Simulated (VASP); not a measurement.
# Al2MoN3 (P6/mmm) in VASP: relaxation of cell and atoms with PBE

Aim: the relaxation of cell and atoms of Al2MoN3 with PBE.

Program: VASP 6.6.1. These are calculated values, not measurements. Logs are shortened: lines on timing, memory, paths and dates and some standing lists are left out, and cuts for length are marked.

## (1) The cell of the first run

The structure is hexagonal, space group P6/mmm (No. 191). The conventional cell has a = 6.039 Å, b = 6.039 Å, c = 3.112 Å, α = 90.00°, β = 90.00°, γ = 120.00°. Within 2.3 Å of Al (site symmetry -6m2) lie 3 N at 1.74 Å. Mo (site symmetry 6/mmm) has 2 Mo at 3.11 Å and 12 N at 3.40 Å and 12 Al at 3.82 Å within 4.1 Å. Within 2.3 Å of N (site symmetry mmm) lie 2 Al at 1.74 Å.

The cell was built from a structure type or drawn by symmetry, and may not be a known phase.

## (2) Relaxation of cell and atoms, PBE, collinear spin, ferrimagnetic start

File INCAR:

```
SYSTEM = Al2MoN3
ALGO = Fast ; EDIFF = 1E-7
EDIFFG = -0.01 ; ENCUT = 600
GGA = PE ; IBRION = 2
ISIF = 3 ; ISMEAR = 0
ISPIN = 2 ; LASPH = .True.
LCHARG = .False. ; LMAXMIX = 4
LORBIT = 11 ; LREAL = .False.
LWAVE = .False. ; MAGMOM = 0 0 3.3 -0.41 -0.41 -0.41
NELM = 150 ; NSW = 100
PREC = Accurate ; SIGMA = 0.1
```

File KPOINTS:

```
k-points
0
Gamma
  6 6 12
  0 0 0
```

File POSCAR:

```
Al2MoN3
1.0
    6.0386048713      0.0000000000      0.0000000000
   -3.0193024357      5.2295852220      0.0000000000
    0.0000000000      0.0000000000      3.1124354322
Al Mo N
2 1 3
Direct
    0.3333333333      0.6666666667      0.5000000000
    0.6666666667      0.3333333333      0.5000000000
    0.0000000000      0.0000000000      0.0000000000
    0.5000000000      0.0000000000      0.5000000000
    0.0000000000      0.5000000000      0.5000000000
    0.5000000000      0.5000000000      0.5000000000
```

Potentials or basis: VASP PAW PBE potentials, release 64 (Al, Mo_sv, N).

On the command line:

```sh
$ cat potpaw_PBE.64/Al/POTCAR potpaw_PBE.64/Mo_sv/POTCAR potpaw_PBE.64/N/POTCAR > POTCAR
$ mpirun -np 1 vasp_std > vasp.out
```

OUTCAR:

```text
SYSTEM = Al2MoN3
   EDIFF = 1E-7
   EDIFFG = -0.01
   ENCUT = 600
   GGA = PE
   IBRION = 2
   ISIF = 3
   ISMEAR = 0
   ISPIN = 2
   LASPH = .True.
   LORBIT = 11
   LREAL = .False.
   NELM = 150
   NSW = 100
   PREC = Accurate

 ion  position               nearest neighbor table
   1  0.333  0.667  0.500-   5 1.74   4 1.74   6 1.74
   2  0.667  0.333  0.500-   5 1.74   4 1.74   6 1.74
   3  0.000  0.000  0.000-
   4  0.500  0.000  0.500-   1 1.74   2 1.74
   5  0.000  0.500  0.500-   1 1.74   2 1.74
   6  0.500  0.500  0.500-   1 1.74   2 1.74

  LATTYP: Found a hexagonal cell.
 ALAT       =     6.0386048713
 C/A-ratio  =     0.5154229327

  Lattice vectors:

 A1 = (   6.0386048713,   0.0000000000,   0.0000000000)
 A2 = (  -3.0193024357,   5.2295852220,   0.0000000000)
 A3 = (   0.0000000000,   0.0000000000,   3.1124354322)

Analysis of symmetry for initial positions (statically):
=====================================================================
 Subroutine PRICEL returns:
 Original cell was already a primitive cell.

 Routine SETGRP: Setting up the symmetry group for a
 hexagonal supercell.

 Subroutine GETGRP returns: Found 24 space group operations
 (whereof 24 operations were pure point group operations)
 out of a pool of 24 trial point group operations.

The static configuration has the point symmetry D_6h.

Analysis of symmetry for dynamics (positions and initial velocities):
=====================================================================
 Subroutine PRICEL returns:
 Original cell was already a primitive cell.

 Routine SETGRP: Setting up the symmetry group for a
 hexagonal supercell.

 Subroutine GETGRP returns: Found 24 space group operations
 (whereof 24 operations were pure point group operations)
 out of a pool of 24 trial point group operations.

The dynamic configuration has the point symmetry D_6h.

Analysis of structural, dynamic, and magnetic symmetry:
=====================================================================
 Subroutine PRICEL returns:
 Original cell was already a primitive cell.

 Routine SETGRP: Setting up the symmetry group for a
 hexagonal supercell.

 Subroutine GETGRP returns: Found 24 space group operations
 (whereof 24 operations were pure point group operations)
 out of a pool of 24 trial point group operations.

The overall configuration has the point symmetry D_6h.

 Subroutine INISYM returns: Found 24 space group operations
 (whereof 24 operations are pure point group operations),
 and found     1 'primitive' translations

----------------------------------------------------------------------------------------

                                     Primitive cell

  volume of cell :      98.2888

  direct lattice vectors                    reciprocal lattice vectors
     6.038604871  0.000000000  0.000000000     0.165601165  0.095609877  0.000000000
    -3.019302436  5.229585222  0.000000000     0.000000000  0.191219754  0.000000000
     0.000000000  0.000000000  3.112435432     0.000000000  0.000000000  0.321291806

  length of vectors
     6.038604871  6.038604871  3.112435432     0.191219754  0.191219754  0.321291806

  position of ions in fractional coordinates (direct lattice)
     0.333333333  0.666666667  0.500000000
     0.666666667  0.333333333  0.500000000
     0.000000000  0.000000000  0.000000000
     0.500000000  0.000000000  0.500000000
     0.000000000  0.500000000  0.500000000
     0.500000000  0.500000000  0.500000000

  ion indices of the primitive-cell ions
   primitive index   ion index
                 1           1
                 2           2
                 3           3
                 4           4
                 5           5
                 6           6

----------------------------------------------------------------------------------------

 KPOINTS: k-points

Automatic generation of k-mesh.
 Grid dimensions read from file:
 generate k-points for:    6    6   12

 Generating k-lattice:

  Cartesian coordinates                     Fractional coordinates (reciprocal lattice)
     0.027600194  0.015934980  0.000000000     0.166666667 -0.000000000  0.000000000
     0.000000000  0.031869959  0.000000000     0.000000000  0.166666667  0.000000000
     0.000000000  0.000000000  0.026774317     0.000000000  0.000000000  0.083333333

  Length of vectors
     0.031869959  0.031869959  0.026774317

  Shift w.r.t. Gamma in fractional coordinates (k-lattice)
     0.000000000  0.000000000  0.000000000

 Subroutine IBZKPT returns following result:
 ===========================================

 Found     49 irreducible k-points:

 Following reciprocal coordinates:
            Coordinates               Weight
  0.000000  0.000000  0.000000      1.000000
  0.166667 -0.000000  0.000000      6.000000
  0.333333  0.000000  0.000000      6.000000
  0.500000  0.000000  0.000000      3.000000
  0.166667  0.166667  0.000000      6.000000
  0.333333  0.166667  0.000000     12.000000
[... 16 lines left out ...]
  0.166667 -0.000000  0.250000     12.000000
  0.333333  0.000000  0.250000     12.000000
 [... further k-points ...]
   k-points           NKPTS =     49   k-points in BZ     NKDIM =     49   number of bands    NBANDS=     22
   number of dos      NEDOS =    301   number of ions     NIONS =      6
   total plane-waves  NPLWV =  64512
   dimension x,y,z NGX =    48 NGY =   48 NGZ =   28
   dimension x,y,z NGXF=    96 NGYF=   96 NGZF=   56
   ions per type =               2   1   3
   NGX,Y,Z   is equivalent  to a cutoff of  13.21, 13.21, 14.96 a.u.
   NGXF,Y,Z  is equivalent  to a cutoff of  26.43, 26.43, 29.91 a.u.
 SYSTEM =  Al2MoN3
   PREC   = accura    normal or accurate (medium, high low for compatibility)
   ISTART =      0    job   : 0-new  1-cont  2-samecut
   ICHARG =      2    charge: 1-file 2-atom 10-const
   ISPIN  =      2    spin polarized calculation?
   LNONCOLLINEAR =      F non collinear calculations
   LSORBIT =      F    spin-orbit coupling
   LASPH  =      T    aspherical Exc in radial PAW
   ENCUT  =  600.0 eV  44.10 Ry    6.64 a.u.  12.06 12.06  6.22*2*pi/ulx,y,z
   NELM   =    150;   NELMIN=  2; NELMDL= -5     # of ELM steps
   EDIFF  = 0.1E-06   stopping-criterion for ELM
   LREAL  =      F    real-space projection
   EDIFFG = -.1E-01   stopping-criterion for IOM
   NSW    =    100    number of steps for IOM
   IBRION =      2    ionic relax: 0-MD 1-quasi-New 2-CG
   NFREE  =      1    steps in history (QN), initial steepest desc. (CG)
   ISIF   =      3    stress and relaxation
   ISYM   =      2    0-nonsym 1-usesym 2-fastsym
   POTIM  = 0.5000    time-step for ionic-motion
   TEBEG  =    0.0;   TEEND  =   0.0 temperature during run
   PSTRESS=    0.0 pullay stress
   NELECT =      35.0000    total number of electrons
   NUPDOWN=      -1.0000    fix difference up-down
   EMIN   =  10.00;   EMAX   =-10.00  energy-range for DOS
   EFERMI =   0.00;   METHOD = LEGACY
   ISMEAR =     0;   SIGMA  =   0.10  broadening in eV -4-tet -1-fermi 0-gaus
   EFERMI_NEDOS =   21; number of points for ismear=-14 and -15
   IALGO  =     68    algorithm
   IMIX   =      4    mixing-type and parameters
     AMIX     =   0.40;   BMIX     =  1.00
     AMIX_MAG =   1.60;   BMIX_MAG =  1.00
  volume/ion in A,a.u.               =      16.38       110.55
  Fermi-wavevector in a.u.,A,eV,Ry     =   1.160369  2.192779 18.319648  1.346456
  Thomas-Fermi vector in A             =   2.296952
   LORBIT       =     11    0 simple, 1 ext, 2 COOP (PROOUT), +10 PAW based schemes
   GGA     = PE    functional components
   LHFCALC =     F    Hartree Fock is set to
   AEXX    =    0.0000 exact exchange contribution
   IVDW    =     0    specifies the selected vdW correction
   LEPSILON=     F    determine dielectric tensor
   LRPA    =     F    only Hartree local field effects (RPA)
 conjugate gradient relaxation of ions
 spin polarized calculation
 RMM-DIIS sequential band-by-band and
 Gauss-broadening in eV      SIGMA  =   0.10
  energy-cutoff  :      600.00
  volume of cell :       98.29
 maximum number of plane-waves:      3306
   NGX = 25   NGY = 25   NGZ = 13

--------------------------------------- Ionic step        1  -------------------------------------------

 number of electron      34.9999998 magnetization       2.1667932

 Free energy of the ion-electron system (eV)
  ---------------------------------------------------
  ext. energy  EPLUGINS =         0.00000000
  ---------------------------------------------------
  free energy    TOTEN  =       -37.59355900 eV

  energy without entropy =      -37.57349876  energy(sigma->0) =      -37.58352888

------------------------ aborting loop because EDIFF is reached ----------------------------------------

  FORCE on cell =-STRESS in cart. coord.  units (eV):
  Direction    XX          YY          ZZ          XY          YZ          ZX
  --------------------------------------------------------------------------------------
  -------------------------------------------------------------------------------------
  Total       -0.1987720     -0.1987720     -0.1652910      0.0000000     -0.0000000      0.0000000
  in kB       -3.2401237     -3.2401237     -2.6943605      0.0000000     -0.0000000      0.0000000
  external PRESSURE =      -3.0582026 kB  Pullay stress =       0.0000000 kB
[... 145 lines left out ...]
  energy  without entropy=      -37.5742914847  energy(sigma->0) =      -37.58435737

--------------------------------------- Ionic step        5  -------------------------------------------

 number of electron      34.9999998 magnetization       2.1667750

 Free energy of the ion-electron system (eV)
  ---------------------------------------------------
  ext. energy  EPLUGINS =         0.00000000
  ---------------------------------------------------
  free energy    TOTEN  =       -37.59451155 eV

  energy without entropy =      -37.57427260  energy(sigma->0) =      -37.58439207

 E-fermi :   3.9095     XC(G=0):  -9.5830

 val. band max:        3.9037185427   @ k =   0.3333   0.0000   0.3333
 cond. band min:       3.9112190194   @ k =   0.1667  -0.0000   0.0000
 fundamental gap:      0.0075004766
 Fermi energy:         3.9094927003

 spin component 1

 k-point     1 :       0.0000    0.0000    0.0000
  band No.  band energies     occupation
      1     -58.0113      1.00000
      2     -32.2463      1.00000
      3     -32.2463      1.00000
      4     -31.8860      1.00000
      5     -10.3223      1.00000
      6      -8.8984      1.00000
[... 589 lines left out ...]
     21       4.3800      0.00000
     22       5.6766      0.00000

 [... further k-points ...]

 spin component 2

 k-point     1 :       0.0000    0.0000    0.0000
  band No.  band energies     occupation
      1     -55.9548      1.00000
      2     -29.8459      1.00000
      3     -29.8459      1.00000
      4     -29.8365      1.00000
      5     -10.9169      1.00000
      6      -9.6109      1.00000
[... 624 lines left out ...]
  FREE ENERGIE OF THE ION-ELECTRON SYSTEM (eV)
  ---------------------------------------------------
  free  energy   TOTEN  =       -37.5945115468 eV

  energy  without entropy=      -37.5742725970  energy(sigma->0) =      -37.58439207

 reached required accuracy - stopping structural energy minimisation

 total charge

# of ion       s       p       d       tot
------------------------------------------
    1        0.402   0.503   0.000   0.904
    2        0.402   0.503   0.000   0.904
    3        2.155   5.995   3.762  11.912
    4        1.278   2.417   0.000   3.695
    5        1.278   2.417   0.000   3.695
    6        1.278   2.417   0.000   3.695
--------------------------------------------------
tot          6.792  14.253   3.762  24.807

 magnetization (x)

# of ion       s       p       d       tot
------------------------------------------
    1        0.006   0.007   0.000   0.013
    2        0.006   0.007   0.000   0.013
    3        0.045   0.033   3.020   3.098
    4       -0.005  -0.370   0.000  -0.375
    5       -0.005  -0.370   0.000  -0.375
    6       -0.005  -0.370   0.000  -0.375
--------------------------------------------------
tot          0.043  -1.063   3.020   2.000
```

It took 44 min on 1 thread of Oxide Virtual Turin-like, shared host; peak memory 0.41 GiB.

What came out:

```yaml
Free_energy: -37.5945 eV
Relaxed_volume: 16.32 Å³/atom
Relaxed_cell: a = 6.033 Å, b = 6.033 Å, c = 3.107 Å, α = 90.00°, β = 90.00°, γ = 120.00°
Space_group_after_relaxing_to_0.1_Å: P6/mmm (No. 191)
Energy_gained_by_relaxing: 0.2 meV/atom
Ionic_steps: 5
Pressure_after_relaxing: 0.0 GPa
Net_moment: 2.17 μB per cell
Site_moments: Al +0.01; Mo +3.10; N -0.38 μB
Valence_electrons_inside_the_program's_atomic_spheres: Al 0.90; Mo 11.91; N 3.69
```

The path:
```csv
step,energy change (eV),largest force (eV/Å),pressure (GPa),volume (Å³)
1,0.0000,0.0000,-0.31,98.29
2,-0.0008,0.0000,0.18,97.84
3,-0.0008,0.0000,0.12,97.90
4,-0.0009,0.0000,-0.02,98.01
5,-0.0010,0.0000,-0.01,97.93
```

Final structure:
```
Al Mo N
1.0
     6.03332    0.00000    0.00000
    -3.01666    5.22501    0.00000
     0.00000    0.00000    3.10666
Al Mo N
2 1 3
Direct
  0.33333 0.66667 0.50000
  0.66667 0.33333 0.50000
  0.00000 0.00000 0.00000
  0.50000 0.00000 0.50000
  0.00000 0.50000 0.50000
  0.50000 0.50000 0.50000
```

Levels at points of the mesh, in eV from the Fermi level:
Spin up:
| k point | band 14 | band 15 | band 16 | band 17 | band 18 | band 19 | band 20 | band 21 | band 22 |
| --- | --- | --- | --- | --- | --- | --- | --- | --- | --- |
| (0.00, 0.00, 0.00) | -1.19 | -1.19 | -0.57 | -0.29 | -0.08 | -0.08 | 0.44 | 0.60 | 0.60 |
| (0.50, 0.00, 0.00) | -1.71 | -1.03 | -0.46 | -0.16 | 0.26 | 0.42 | 0.62 | 0.69 | 2.01 |
| (0.00, 0.00, 0.50) | -2.12 | -2.12 | -0.27 | -0.27 | 0.09 | 0.09 | 0.57 | 0.79 | 1.29 |
| (0.50, 0.00, 0.50) | -1.91 | -1.85 | -1.84 | -0.93 | -0.80 | 0.02 | 0.09 | 0.25 | 3.15 |
Spin down:
```
           k point  band 12  band 13  band 14  band 15  band 16  band 17  band 18  band 19  band 20  band 21
(0.00, 0.00, 0.00)    -2.14    -1.41    -1.02    -0.66    -0.24    -0.24     0.79     1.30     1.30     2.62
(0.50, 0.00, 0.00)    -2.58    -1.56    -0.96    -0.81    -0.53    -0.26     1.43     2.04     2.66     2.71
(0.00, 0.00, 0.50)    -2.56    -2.56    -1.97    -1.97    -0.36     1.37     1.37     1.41     2.04     2.04
(0.50, 0.00, 0.50)    -3.13    -2.52    -2.50    -2.23    -0.97     0.53     1.23     1.53     1.68     2.27
```
